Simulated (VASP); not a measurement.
# BN (P6_3/mmc) in VASP: single point with PBE

Aim: the single point of BN with PBE.

All numbers are computed with VASP 6.6.1; they aren't measurements. Logs are shortened: lines on timing, memory, paths and dates and some standing lists are left out, and cuts for length are marked.

### Step 1. The cell of the first run

The structure is hexagonal, space group P6_3/mmc (No. 194). The conventional cell has a = 2.498 Å, b = 2.498 Å, c = 6.636 Å, α = 90.00°, β = 90.00°, γ = 120.00°. Within 1.9 Å of B (site symmetry -6m2) lie 3 N at 1.44 Å. Within 1.9 Å of N (site symmetry -6m2) lie 3 B at 1.44 Å.

### Step 2. Single point, PBE

INCAR reads:

```
ALGO     = Normal         # electronic algorithm
EDIFF    = 1E-6           # SCF threshold, eV
ENCUT    = 600            # plane-wave cutoff, eV
GGA      = PE             # functional
GGA_COMPAT= False        
ISIF     = 2              # what is computed and relaxed
ISMEAR   = 0              # smearing method
LASPH    = True           # aspherical terms in the spheres
LCHARG   = False          # write CHGCAR
LREAL    = False          # projectors in reciprocal space
LWAVE    = False          # write WAVECAR
NBANDS   = 16             # bands
NELM     = 120            # most SCF steps
PREC     = Accurate       # precision mode
SIGMA    = 0.01           # smearing width, eV
```

KPOINTS reads:

```
k-points
0
Gamma
  12 12 4
```

POSCAR reads:

```
BN
1.0
    2.4982400000      0.0000000000      0.0000000000
   -1.2491200000      2.1635400000      0.0000000000
    0.0000000000      0.0000000000      6.6357000000
B N
2 2
Direct
    0.3333333333      0.6666666667      0.2500000000
    0.6666666667      0.3333333333      0.7500000000
    0.3333333333      0.6666666667      0.7500000000
    0.6666666667      0.3333333333      0.2500000000
```

Potentials or basis: VASP PAW PBE potentials, release 64 (B, N).

Command:

```console
cat potpaw_PBE.64/B/POTCAR potpaw_PBE.64/N/POTCAR > POTCAR
mpirun -np 1 vasp_std > vasp.out
```

OUTCAR:

```text
EDIFF = 1E-6
   ENCUT = 600
   GGA = PE
   ISIF = 2
   ISMEAR = 0
   LASPH = True
   LREAL = False
   NELM = 120
   PREC = Accurate

 ion  position               nearest neighbor table
   1  0.333  0.667  0.250-   4 1.44   4 1.44   4 1.44
   2  0.667  0.333  0.750-   3 1.44   3 1.44   3 1.44
   3  0.333  0.667  0.750-   2 1.44   2 1.44   2 1.44
   4  0.667  0.333  0.250-   1 1.44   1 1.44   1 1.44

  LATTYP: Found a hexagonal cell.
 ALAT       =     2.4982400000
 C/A-ratio  =     2.6561499296

  Lattice vectors:

 A1 = (   2.4982400000,   0.0000000000,   0.0000000000)
 A2 = (  -1.2491200000,   2.1635400000,   0.0000000000)
 A3 = (   0.0000000000,   0.0000000000,   6.6357000000)

Analysis of symmetry for initial positions (statically):
=====================================================================
 Subroutine PRICEL returns:
 Original cell was already a primitive cell.

 Routine SETGRP: Setting up the symmetry group for a
 hexagonal supercell.

 Subroutine GETGRP returns: Found 24 space group operations
 (whereof 12 operations were pure point group operations)
 out of a pool of 24 trial point group operations.

The static configuration has the point symmetry D_3d.
 The point group associated with its full space group is D_6h.

Analysis of symmetry for dynamics (positions and initial velocities):
=====================================================================
 Subroutine PRICEL returns:
 Original cell was already a primitive cell.

 Routine SETGRP: Setting up the symmetry group for a
 hexagonal supercell.

 Subroutine GETGRP returns: Found 24 space group operations
 (whereof 12 operations were pure point group operations)
 out of a pool of 24 trial point group operations.

The dynamic configuration has the point symmetry D_3d.
 The point group associated with its full space group is D_6h.

 Subroutine INISYM returns: Found 24 space group operations
 (whereof 12 operations are pure point group operations),
 and found     1 'primitive' translations

----------------------------------------------------------------------------------------

                                     Primitive cell

  volume of cell :      35.8662

  direct lattice vectors                    reciprocal lattice vectors
     2.498240000  0.000000000  0.000000000     0.400281798  0.231102730  0.000000000
    -1.249120000  2.163540000  0.000000000     0.000000000  0.462205460  0.000000000
     0.000000000  0.000000000  6.635700000     0.000000000  0.000000000  0.150700002

  length of vectors
     2.498240000  2.498240602  6.635700000     0.462205571  0.462205460  0.150700002

  position of ions in fractional coordinates (direct lattice)
     0.333333333  0.666666667  0.250000000
     0.666666667  0.333333333  0.750000000
     0.333333333  0.666666667  0.750000000
     0.666666667  0.333333333  0.250000000

  ion indices of the primitive-cell ions
   primitive index   ion index
                 1           1
                 2           2
                 3           3
                 4           4

----------------------------------------------------------------------------------------

 KPOINTS: k-points

Automatic generation of k-mesh.
 Grid dimensions read from file:
 generate k-points for:   12   12    4

 Generating k-lattice:

  Cartesian coordinates                     Fractional coordinates (reciprocal lattice)
     0.033356817  0.019258561  0.000000000     0.083333333  0.000000000  0.000000000
     0.000000000  0.038517122  0.000000000     0.000000000  0.083333333  0.000000000
     0.000000000  0.000000000  0.037675000     0.000000000  0.000000000  0.250000000

  Length of vectors
     0.038517131  0.038517122  0.037675000

  Shift w.r.t. Gamma in fractional coordinates (k-lattice)
     0.000000000  0.000000000  0.000000000

 Subroutine IBZKPT returns following result:
 ===========================================

 Found     57 irreducible k-points:

 Following reciprocal coordinates:
            Coordinates               Weight
  0.000000  0.000000  0.000000      1.000000
  0.083333  0.000000  0.000000      6.000000
  0.166667 -0.000000  0.000000      6.000000
  0.250000  0.000000  0.000000      6.000000
  0.333333 -0.000000  0.000000      6.000000
  0.416667  0.000000  0.000000      6.000000
[... 16 lines left out ...]
  0.250000  0.000000  0.250000     12.000000
  0.333333 -0.000000  0.250000     12.000000
 [... further k-points ...]
   k-points           NKPTS =     57   k-points in BZ     NKDIM =     57   number of bands    NBANDS=     16
   number of dos      NEDOS =    301   number of ions     NIONS =      4
   total plane-waves  NPLWV =  21600
   dimension x,y,z NGX =    20 NGY =   20 NGZ =   54
   dimension x,y,z NGXF=    40 NGYF=   40 NGZF=  108
   ions per type =               2   2
   NGX,Y,Z   is equivalent  to a cutoff of  13.31, 13.31, 13.53 a.u.
   NGXF,Y,Z  is equivalent  to a cutoff of  26.62, 26.62, 27.06 a.u.
 SYSTEM =  unknown system
   PREC   = accura    normal or accurate (medium, high low for compatibility)
   ISTART =      0    job   : 0-new  1-cont  2-samecut
   ICHARG =      2    charge: 1-file 2-atom 10-const
   ISPIN  =      1    spin polarized calculation?
   LNONCOLLINEAR =      F non collinear calculations
   LSORBIT =      F    spin-orbit coupling
   LASPH  =      T    aspherical Exc in radial PAW
   ENCUT  =  600.0 eV  44.10 Ry    6.64 a.u.   4.99  4.99 13.25*2*pi/ulx,y,z
   NELM   =    120;   NELMIN=  2; NELMDL= -5     # of ELM steps
   EDIFF  = 0.1E-05   stopping-criterion for ELM
   LREAL  =      F    real-space projection
   EDIFFG = 0.1E-04   stopping-criterion for IOM
   NSW    =      0    number of steps for IOM
   IBRION =     -1    ionic relax: 0-MD 1-quasi-New 2-CG
   NFREE  =      0    steps in history (QN), initial steepest desc. (CG)
   ISIF   =      2    stress and relaxation
   ISYM   =      2    0-nonsym 1-usesym 2-fastsym
   POTIM  = 0.5000    time-step for ionic-motion
   TEBEG  =    0.0;   TEEND  =   0.0 temperature during run
   PSTRESS=    0.0 pullay stress
   NELECT =      16.0000    total number of electrons
   NUPDOWN=      -1.0000    fix difference up-down
   EMIN   =  10.00;   EMAX   =-10.00  energy-range for DOS
   EFERMI =   0.00;   METHOD = LEGACY
   ISMEAR =     0;   SIGMA  =   0.01  broadening in eV -4-tet -1-fermi 0-gaus
   EFERMI_NEDOS =   21; number of points for ismear=-14 and -15
   IALGO  =     38    algorithm
   IMIX   =      4    mixing-type and parameters
     AMIX     =   0.40;   BMIX     =  1.00
     AMIX_MAG =   1.60;   BMIX_MAG =  1.00
  volume/ion in A,a.u.               =       8.97        60.51
  Fermi-wavevector in a.u.,A,eV,Ry     =   1.250891  2.363842 21.289429  1.564729
  Thomas-Fermi vector in A             =   2.384864
   LORBIT       =      0    0 simple, 1 ext, 2 COOP (PROOUT), +10 PAW based schemes
   GGA     = PE    functional components
   LHFCALC =     F    Hartree Fock is set to
   AEXX    =    0.0000 exact exchange contribution
   IVDW    =     0    specifies the selected vdW correction
   LEPSILON=     F    determine dielectric tensor
   LRPA    =     F    only Hartree local field effects (RPA)
 non-spin polarized calculation
 Gauss-broadening in eV      SIGMA  =   0.01
  energy-cutoff  :      600.00
  volume of cell :       35.87
 maximum number of plane-waves:      1224
 NGX is ok and might be reduce to    20
   NGX =  9   NGY =  9   NGZ = 27

 number of electron      15.9999998 magnetization

 Free energy of the ion-electron system (eV)
  ---------------------------------------------------
  ext. energy  EPLUGINS =         0.00000000
  ---------------------------------------------------
  free energy    TOTEN  =       -35.15342273 eV

  energy without entropy =      -35.15342273  energy(sigma->0) =      -35.15342273

 E-fermi :   2.4059     XC(G=0): -10.0889

 val. band max:        2.3077687327   @ k =   0.3333   0.3333   0.5000
 cond. band min:       6.5946751504   @ k =   0.5000   0.0000   0.0000
 fundamental gap:      4.2869064177
 Fermi energy:         2.4058660230

 k-point     1 :       0.0000    0.0000    0.0000
  band No.  band energies     occupation
      1     -15.5323      2.00000
      2     -15.2373      2.00000
      3      -3.9427      2.00000
      4      -1.8145      2.00000
      5       0.9858      2.00000
      6       0.9858      2.00000
[... 8 lines left out ...]
     15      14.6584      0.00000
     16      15.4187      0.00000

 k-point     2 :       0.0833    0.0000    0.0000
  band No.  band energies     occupation
      1     -15.3956      2.00000
      2     -15.1052      2.00000
      3      -3.7550      2.00000
      4      -1.6460      2.00000
      5       0.4259      2.00000
      6       0.4583      2.00000
[... 8 lines left out ...]
     15      14.9080      0.00000
     16      15.1371      0.00000

 k-point     3 :       0.1667   -0.0000    0.0000
  band No.  band energies     occupation
      1     -14.9929      2.00000
      2     -14.7164      2.00000
      3      -3.1988      2.00000
      4      -1.1504      2.00000
      5      -0.9954      2.00000
      6      -0.9556      2.00000
[... 8 lines left out ...]
     15      16.2502      0.00000
     16      16.2588      0.00000

 k-point     4 :       0.2500    0.0000    0.0000
  band No.  band energies     occupation
      1     -14.3504      2.00000
      2     -14.0988      2.00000
      3      -2.8016      2.00000
      4      -2.7408      2.00000
      5      -2.2989      2.00000
      6      -0.6535      2.00000
[... 8 lines left out ...]
     15      17.6932      0.00000
     16      18.4250      0.00000
[... 324 lines left out ...]
 k-point    22 :       0.1667   -0.0000    0.2500
  band No.  band energies     occupation
      1     -14.9544      2.00000
      2     -14.7591      2.00000
      3      -2.9509      2.00000
      4      -1.5374      2.00000
      5      -0.9833      2.00000
      6      -0.9388      2.00000
[... 8 lines left out ...]
     15      16.1515      0.00000
     16      16.2326      0.00000

 k-point    23 :       0.2500    0.0000    0.2500
  band No.  band energies     occupation
      1     -14.3153      2.00000
      2     -14.1374      2.00000
      3      -2.8079      2.00000
      4      -2.7567      2.00000
      5      -2.0413      2.00000
      6      -0.6970      2.00000
[... 8 lines left out ...]
     15      18.4401      0.00000
     16      18.5205      0.00000

 k-point    24 :       0.3333   -0.0000    0.2500
  band No.  band energies     occupation
      1     -13.5052      2.00000
      2     -13.3556      2.00000
      3      -4.5932      2.00000
      4      -4.5354      2.00000
      5      -1.2778      2.00000
      6      -1.2345      2.00000
[... 8 lines left out ...]
     15      19.1825      0.00000
     16      20.9997      0.00000

 [... further k-points ...]

------------------------ aborting loop because EDIFF is reached ----------------------------------------

  FORCE on cell =-STRESS in cart. coord.  units (eV):
  Direction    XX          YY          ZZ          XY          YZ          ZX
  --------------------------------------------------------------------------------------
  -------------------------------------------------------------------------------------
  Total        1.3655860      1.3655868      0.6155627      0.0000000     -0.0000000      0.0000000
  in kB       61.0019609     61.0020001     27.4977443      0.0000000     -0.0000000      0.0000000
  external PRESSURE =      49.8339018 kB  Pullay stress =       0.0000000 kB

 VOLUME and BASIS-vectors are now :
 -----------------------------------------------------------------------------
  energy-cutoff  :      600.00
  volume of cell :       35.87
      direct lattice vectors                 reciprocal lattice vectors
     2.498240000  0.000000000  0.000000000     0.400281798  0.231102730  0.000000000
    -1.249120000  2.163540000  0.000000000     0.000000000  0.462205460  0.000000000
     0.000000000  0.000000000  6.635700000     0.000000000  0.000000000  0.150700002

 POSITION                                       TOTAL-FORCE (eV/Angst)
 -----------------------------------------------------------------------------------
     -0.00000      1.44236      1.65892         0.000000     -0.000000      0.000000
      1.24912      0.72118      4.97677        -0.000000      0.000000      0.000000
     -0.00000      1.44236      4.97677        -0.000000      0.000000      0.000000
      1.24912      0.72118      1.65892        -0.000000     -0.000000      0.000000
 -----------------------------------------------------------------------------------
    total drift:                               -0.000000      0.000000      0.000000

  FREE ENERGIE OF THE ION-ELECTRON SYSTEM (eV)
  ---------------------------------------------------
  free  energy   TOTEN  =       -35.1534227309 eV

  energy  without entropy=      -35.1534227309  energy(sigma->0) =      -35.15342273
```

Run time: 23 s. Hardware: 1 thread of AMD EPYC 7R13 (Zen 3), shared host; peak memory 0.14 GiB.

What came out:

* Free energy: -35.1534 eV
* Pressure: 5.0 GPa
* Band gap on the k mesh: 4.29 eV (least direct gap 4.66 eV)

Stress tensor (GPa, compression positive):
```
6.10 0.00 0.00
0.00 6.10 0.00
0.00 0.00 2.75
```

Caveat: the cell stands under pressure; this functional lacks dispersion, which binds the layers, so the pressure and a relaxed spacing across them are unreliable.
